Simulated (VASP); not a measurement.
# MoS2 (P6_3/mmc) in VASP: notebook

MoS2 is run at these levels: PBEsol+D4, PBEsol+D3(BJ); tasks: single point.

Everything below comes from runs of VASP 6.6.1. Logs are shortened: lines on timing, memory, paths and dates and some standing lists are left out, and cuts for length are marked.

**Measured values to compare with.**

“Multiwavelength excitation Raman Scattering Analysis of bulk and 2 dimensional MoS2: Vibrational properties of atomically thin MoS2 layers”, 2015, arxiv:1506.03228 reports, for a bulk crystal of MoS2 at 300 K: band gap 1.3 eV (indirect).

The runs below are set against these values where they give the same quantity.

## (1) The cell of the first run

Symmetry: P6_3/mmc, No. 194, hexagonal system. Conventional cell: a = 3.123 Å, b = 3.123 Å, c = 11.926 Å, α = 90.00°, β = 90.00°, γ = 120.00°. Within 3.2 Å of Mo (site symmetry -6m2) lie 6 S at 2.38 Å and 6 Mo at 3.12 Å. S (site symmetry 3m) has 3 Mo at 2.38 Å and 7 S at 3.12 Å within 3.2 Å.

## (2) Single point, PBEsol+D4

INCAR

```
SYSTEM = MoS2
ALGO = Normal
EDIFF = 1E-6
ENCUT = 520
GGA = PS
ISIF = 2
ISMEAR = -1
IVDW = 13
LASPH = .TRUE.
LCHARG = .FALSE.
LREAL = .FALSE.
LWAVE = .FALSE.
NBANDS = 35
NELM = 60
PREC = Accurate
SIGMA = 0.05
```

KPOINTS

```
k-points
0
G
  10 10 3
  0 0 0
```

POSCAR

```
MoS2
1.0
    3.1225489143      0.0000000000      0.0000000000
   -1.5612744571      2.7042066843      0.0000000000
    0.0000000000      0.0000000000     11.9262333944
Mo S
2 4
Direct
    0.6666666667      0.3333333333      0.7500000000
    0.3333333333      0.6666666667      0.2500000000
    0.6666666667      0.3333333333      0.3809127043
    0.3333333333      0.6666666667      0.8809127043
    0.6666666667      0.3333333333      0.1190872957
    0.3333333333      0.6666666667      0.6190872957
```

Potentials or basis: VASP PAW PBE potentials, release 64 (Mo_sv, S).

Run with:

```sh
> cat potpaw_PBE.64/Mo_sv/POTCAR potpaw_PBE.64/S/POTCAR > POTCAR
> mpirun -np 1 vasp_std > vasp.out
```

OUTCAR:

```text
SYSTEM = MoS2
   EDIFF = 1E-6
   ENCUT = 520
   GGA = PS
   ISIF = 2
   ISMEAR = -1
   IVDW = 13
   LASPH = .TRUE.
   LREAL = .FALSE.
   NELM = 60
   PREC = Accurate

 ion  position               nearest neighbor table
   1  0.667  0.333  0.750-   4 2.38   6 2.38   4 2.38   6 2.38   4 2.38   6 2.38
   2  0.333  0.667  0.250-   3 2.38   5 2.38   3 2.38   5 2.38   3 2.38   5 2.38
   3  0.667  0.333  0.381-   2 2.38   2 2.38   2 2.38
   4  0.333  0.667  0.881-   1 2.38   1 2.38   1 2.38
   5  0.667  0.333  0.119-   2 2.38   2 2.38   2 2.38
   6  0.333  0.667  0.619-   1 2.38   1 2.38   1 2.38

  LATTYP: Found a hexagonal cell.
 ALAT       =     3.1225489143
 C/A-ratio  =     3.8193904152

  Lattice vectors:

 A1 = (   3.1225489143,   0.0000000000,   0.0000000000)
 A2 = (  -1.5612744571,   2.7042066843,   0.0000000000)
 A3 = (   0.0000000000,   0.0000000000,  11.9262333944)

Analysis of symmetry for initial positions (statically):
=====================================================================
 Subroutine PRICEL returns:
 Original cell was already a primitive cell.

 Routine SETGRP: Setting up the symmetry group for a
 hexagonal supercell.

 Subroutine GETGRP returns: Found 24 space group operations
 (whereof 12 operations were pure point group operations)
 out of a pool of 24 trial point group operations.

The static configuration has the point symmetry D_3d.
 The point group associated with its full space group is D_6h.

Analysis of symmetry for dynamics (positions and initial velocities):
=====================================================================
 Subroutine PRICEL returns:
 Original cell was already a primitive cell.

 Routine SETGRP: Setting up the symmetry group for a
 hexagonal supercell.

 Subroutine GETGRP returns: Found 24 space group operations
 (whereof 12 operations were pure point group operations)
 out of a pool of 24 trial point group operations.

The dynamic configuration has the point symmetry D_3d.
 The point group associated with its full space group is D_6h.

 Subroutine INISYM returns: Found 24 space group operations
 (whereof 12 operations are pure point group operations),
 and found     1 'primitive' translations

----------------------------------------------------------------------------------------

                                     Primitive cell

  volume of cell :     100.7053

  direct lattice vectors                    reciprocal lattice vectors
     3.122548914  0.000000000  0.000000000     0.320251188  0.184897110  0.000000000
    -1.561274457  2.704206684  0.000000000     0.000000000  0.369794219  0.000000000
     0.000000000  0.000000000 11.926233394     0.000000000  0.000000000  0.083848770

  length of vectors
     3.122548914  3.122548914 11.926233394     0.369794219  0.369794219  0.083848770

  position of ions in fractional coordinates (direct lattice)
     0.666666667  0.333333333  0.750000000
     0.333333333  0.666666667  0.250000000
     0.666666667  0.333333333  0.380912704
     0.333333333  0.666666667  0.880912704
     0.666666667  0.333333333  0.119087296
     0.333333333  0.666666667  0.619087296

  ion indices of the primitive-cell ions
   primitive index   ion index
                 1           1
                 2           2
                 3           3
                 4           4
                 5           5
                 6           6

----------------------------------------------------------------------------------------

 KPOINTS: k-points

Automatic generation of k-mesh.
 Grid dimensions read from file:
 generate k-points for:   10   10    3

 Generating k-lattice:

  Cartesian coordinates                     Fractional coordinates (reciprocal lattice)
     0.032025119  0.018489711  0.000000000     0.100000000  0.000000000  0.000000000
     0.000000000  0.036979422  0.000000000     0.000000000  0.100000000  0.000000000
     0.000000000  0.000000000  0.027949590     0.000000000  0.000000000  0.333333333

  Length of vectors
     0.036979422  0.036979422  0.027949590

  Shift w.r.t. Gamma in fractional coordinates (k-lattice)
     0.000000000  0.000000000  0.000000000

 Subroutine IBZKPT returns following result:
 ===========================================

 Found     28 irreducible k-points:

 Following reciprocal coordinates:
            Coordinates               Weight
  0.000000  0.000000  0.000000      1.000000
  0.100000  0.000000  0.000000      6.000000
  0.200000  0.000000  0.000000      6.000000
  0.300000  0.000000  0.000000      6.000000
  0.400000 -0.000000  0.000000      6.000000
  0.500000  0.000000  0.000000      3.000000
[... 16 lines left out ...]
  0.300000  0.100000  0.333333     24.000000
  0.400000  0.100000  0.333333     24.000000
 [... further k-points ...]
   k-points           NKPTS =     28   k-points in BZ     NKDIM =     28   number of bands    NBANDS=     35
   number of dos      NEDOS =    301   number of ions     NIONS =      6
   total plane-waves  NPLWV =  51840
   dimension x,y,z NGX =    24 NGY =   24 NGZ =   90
   dimension x,y,z NGXF=    48 NGYF=   48 NGZF=  180
   ions per type =               2   4
   NGX,Y,Z   is equivalent  to a cutoff of  12.78, 12.78, 12.55 a.u.
   NGXF,Y,Z  is equivalent  to a cutoff of  25.56, 25.56, 25.09 a.u.
 SYSTEM =  MoS2
   PREC   = accura    normal or accurate (medium, high low for compatibility)
   ISTART =      0    job   : 0-new  1-cont  2-samecut
   ICHARG =      2    charge: 1-file 2-atom 10-const
   ISPIN  =      1    spin polarized calculation?
   LNONCOLLINEAR =      F non collinear calculations
   LSORBIT =      F    spin-orbit coupling
   LASPH  =      T    aspherical Exc in radial PAW
   ENCUT  =  520.0 eV  38.22 Ry    6.18 a.u.   5.81  5.81 22.17*2*pi/ulx,y,z
   NELM   =     60;   NELMIN=  2; NELMDL= -5     # of ELM steps
   EDIFF  = 0.1E-05   stopping-criterion for ELM
   LREAL  =      F    real-space projection
   EDIFFG = 0.1E-04   stopping-criterion for IOM
   NSW    =      0    number of steps for IOM
   IBRION =     -1    ionic relax: 0-MD 1-quasi-New 2-CG
   NFREE  =      0    steps in history (QN), initial steepest desc. (CG)
   ISIF   =      2    stress and relaxation
   ISYM   =      2    0-nonsym 1-usesym 2-fastsym
   POTIM  = 0.5000    time-step for ionic-motion
   TEBEG  =    0.0;   TEEND  =   0.0 temperature during run
   PSTRESS=    0.0 pullay stress
   NELECT =      52.0000    total number of electrons
   NUPDOWN=      -1.0000    fix difference up-down
   EMIN   =  10.00;   EMAX   =-10.00  energy-range for DOS
   EFERMI =   0.00;   METHOD = LEGACY
   ISMEAR =    -1;   SIGMA  =   0.05  broadening in eV -4-tet -1-fermi 0-gaus
   EFERMI_NEDOS =   21; number of points for ismear=-14 and -15
   IALGO  =     38    algorithm
   IMIX   =      4    mixing-type and parameters
     AMIX     =   0.40;   BMIX     =  1.00
     AMIX_MAG =   1.60;   BMIX_MAG =  1.00
  volume/ion in A,a.u.               =      16.78       113.27
  Fermi-wavevector in a.u.,A,eV,Ry     =   1.313384  2.481936 23.469753  1.724978
  Thomas-Fermi vector in A             =   2.443711
   LORBIT       =      0    0 simple, 1 ext, 2 COOP (PROOUT), +10 PAW based schemes
   GGA     = PS    functional components
   LHFCALC =     F    Hartree Fock is set to
   AEXX    =    0.0000 exact exchange contribution
   IVDW    =    13    specifies the selected vdW correction
   LEPSILON=     F    determine dielectric tensor
   LRPA    =     F    only Hartree local field effects (RPA)
 non-spin polarized calculation
  energy-cutoff  :      520.00
  volume of cell :      100.71
 maximum number of plane-waves:      2730
 NGX is ok and might be reduce to    24
   NGX = 11   NGY = 11   NGZ = 45

 number of electron      52.0000001 magnetization

 Free energy of the ion-electron system (eV)
  ---------------------------------------------------
  ext. energy  EPLUGINS =         0.00000000
  ---------------------------------------------------
  free energy    TOTEN  =       -46.86129255 eV

  energy without entropy =      -46.86127939  energy(sigma->0) =      -46.86128597

 E-fermi :   8.6363     XC(G=0): -11.3633

 val. band max:        8.3230371147   @ k =   0.0000   0.0000   0.0000
 cond. band min:       9.0407178794   @ k =   0.2000   0.2000   0.0000
 fundamental gap:      0.7176807647
 Fermi energy:         8.6363042692

 k-point     1 :       0.0000    0.0000    0.0000
  band No.  band energies     occupation
      1     -53.1420      2.00000
      2     -53.1420      2.00000
      3     -27.3676      2.00000
      4     -27.3674      2.00000
      5     -27.0828      2.00000
      6     -27.0828      2.00000
[... 27 lines left out ...]
     34      10.8411      0.00000
     35      13.9537      0.00000

 k-point     2 :       0.1000    0.0000    0.0000
  band No.  band energies     occupation
      1     -53.1373      2.00000
      2     -53.1373      2.00000
      3     -27.3586      2.00000
      4     -27.3584      2.00000
      5     -27.1281      2.00000
      6     -27.1280      2.00000
[... 27 lines left out ...]
     34      10.7736      0.00000
     35      14.6762      0.00000

 k-point     3 :       0.2000    0.0000    0.0000
  band No.  band energies     occupation
      1     -53.1250      2.00000
      2     -53.1250      2.00000
      3     -27.3350      2.00000
      4     -27.3349      2.00000
      5     -27.2450      2.00000
      6     -27.2450      2.00000
[... 27 lines left out ...]
     34      11.3889      0.00000
     35      15.7555      0.00000
[... 723 lines left out ...]
 k-point    23 :       0.3000    0.1000    0.3333
  band No.  band energies     occupation
      1     -53.1013      2.00000
      2     -53.1013      2.00000
      3     -27.4458      2.00000
      4     -27.4458      2.00000
      5     -27.2893      2.00000
      6     -27.2893      2.00000
[... 27 lines left out ...]
     34      12.2408      0.00000
     35      14.9222      0.00000

 k-point    24 :       0.4000    0.1000    0.3333
  band No.  band energies     occupation
      1     -53.0928      2.00000
      2     -53.0928      2.00000
      3     -27.5181      2.00000
      4     -27.5181      2.00000
      5     -27.2728      2.00000
      6     -27.2728      2.00000
[... 27 lines left out ...]
     34      12.1416      0.00000
     35      14.1291      0.00000

 [... further k-points ...]

------------------------ aborting loop because EDIFF is reached ----------------------------------------

  DFT-D4 for vdW energy calculation

  Edisp (eV):   -1.55329

  FORCE on cell =-STRESS in cart. coord.  units (eV):
  Direction    XX          YY          ZZ          XY          YZ          ZX
  --------------------------------------------------------------------------------------
  -------------------------------------------------------------------------------------
  Total      -0.00787    -0.00787    -0.03834    -0.00000     0.00000     0.00000
  in kB      -0.12528    -0.12528    -0.60996    -0.00000     0.00000     0.00000
  external pressure =       -0.29 kB  Pullay stress =        0.00 kB

 VOLUME and BASIS-vectors are now :
 -----------------------------------------------------------------------------
  energy-cutoff  :      520.00
  volume of cell :      100.71
      direct lattice vectors                 reciprocal lattice vectors
     3.122548914  0.000000000  0.000000000     0.320251188  0.184897110  0.000000000
    -1.561274457  2.704206684  0.000000000     0.000000000  0.369794219  0.000000000
     0.000000000  0.000000000 11.926233394     0.000000000  0.000000000  0.083848770

 POSITION                                       TOTAL-FORCE (eV/Angst)
 -----------------------------------------------------------------------------------
      1.56127      0.90140      8.94468         0.000000      0.000000     -0.000000
     -0.00000      1.80280      2.98156        -0.000000     -0.000000     -0.000000
      1.56127      0.90140      4.54285         0.000000      0.000000     -0.002590
     -0.00000      1.80280     10.50597         0.000000      0.000000     -0.002590
      1.56127      0.90140      1.42026         0.000000      0.000000      0.002590
     -0.00000      1.80280      7.38338        -0.000000     -0.000000      0.002590
 -----------------------------------------------------------------------------------
    total drift:                               -0.000000      0.000000     -0.000000

  FREE ENERGIE OF THE ION-ELECTRON SYSTEM (eV)
  ---------------------------------------------------
  free  energy   TOTEN  =       -48.4145805907 eV

  energy  without entropy=      -48.4145674298  energy(sigma->0) =      -48.41457401
```

Run time: 43 s. Hardware: 1 thread of Intel Xeon 6975P-C (Granite Rapids), shared host; peak memory 0.25 GiB.

What came out:

```yaml
Free_energy: -48.4146 eV
Pressure: 0.0 GPa
Band_gap_on_the_k_mesh: 0.72 eV, indirect (least direct gap 1.96 eV)
Dispersion_energy_per_atom: -0.259 eV
```

Forces on the atoms (eV/Å):
```
Mo   0.000  0.000  0.000
Mo   0.000  0.000  0.000
S    0.000  0.000 -0.003
S    0.000  0.000 -0.003
S    0.000  0.000  0.003
S    0.000  0.000  0.003
```

Caveat: the PAW data sets were made with another functional, which shifts forces and pressure a little.

## (3) Single point, PBEsol+D3(BJ)

This run uses another cell than the first one, of 17.86 Å³/atom, 1.064 times its volume.

INCAR

```
  ALGO = Normal
  EDIFF = 1E-6
  ENCUT = 520
  GGA = PS
  ISIF = 2
  ISMEAR = -1
  IVDW = 12
  LASPH = True
  LCHARG = False
  LREAL = False
  LWAVE = False
  NBANDS = 35
  NELM = 60
  PREC = Accurate
  SIGMA = 0.05
```

KPOINTS

```
k-points
0
Gamma
  10 10 3
```

POSCAR

```
MoS2
1.0
    3.1690000000      0.0000000000      0.0000000000
   -1.5845000000      2.7444345046      0.0000000000
    0.0000000000      0.0000000000     12.3240000000
Mo S
2 4
Direct
    0.6666666667      0.3333333333      0.7500000000
    0.3333333333      0.6666666667      0.2500000000
    0.6666666667      0.3333333333      0.3770000000
    0.3333333333      0.6666666667      0.8770000000
    0.6666666667      0.3333333333      0.1230000000
    0.3333333333      0.6666666667      0.6230000000
```

Potentials or basis: VASP PAW PBE potentials, release 64 (Mo_sv, S).

Run with:

```sh
> cat potpaw_PBE.64/Mo_sv/POTCAR potpaw_PBE.64/S/POTCAR > POTCAR
> mpirun -np 1 vasp_std > vasp.out
```

It took 43 s on 1 thread of Intel Xeon 6975P-C (Granite Rapids), shared host; peak memory 0.27 GiB.

It converged, with:

```yaml
Free_energy: -49.0736 eV
Pressure: -6.4 GPa
Largest_force: 0.296 eV/Å
Band_gap_on_the_k_mesh: 0.90 eV, indirect (least direct gap 1.87 eV)
Dispersion_energy_per_atom: -0.366 eV
```

Forces on the atoms (eV/Å):
```
Mo   0.000  0.000  0.000
Mo   0.000  0.000  0.000
S    0.000  0.000 -0.296
S    0.000  0.000 -0.296
S    0.000  0.000  0.296
S    0.000  0.000  0.296
```

Stress tensor (GPa, compression positive):
```
-6.64  0.00  0.00
 0.00 -6.64  0.00
 0.00  0.00 -5.88
```

Levels at points of the mesh, in eV from the valence-band top:
```tsv
k point	band 24	band 25	band 26	band 27	band 28	band 29
(0.00, 0.00, 0.00)	-1.18	-1.17	0.00	2.11	2.11	2.13
(0.50, 0.00, 0.00)	-1.51	-1.42	-1.29	1.61	1.65	1.99
```

Caveat: three body term missing; the PAW data sets were made with another functional, which shifts forces and pressure a little.

## (4) Against experiment

Step 2. A measured gap of MoS2 is 1.3 eV (indirect; 300 K; “Multiwavelength excitation Raman Scattering Analysis of bulk and 2 dimensional MoS2: Vibrational properties of atomically thin MoS2 layers”, 2015, arxiv:1506.03228); the calculated 0.72 eV misses it by -0.58 eV. Spin-orbit coupling on Mo is left out. The value is that of PBEsol+D4 on a finite k mesh, which can miss the band edges, without temperature or zero-point motion. Semilocal functionals fall short of measured gaps as a rule.
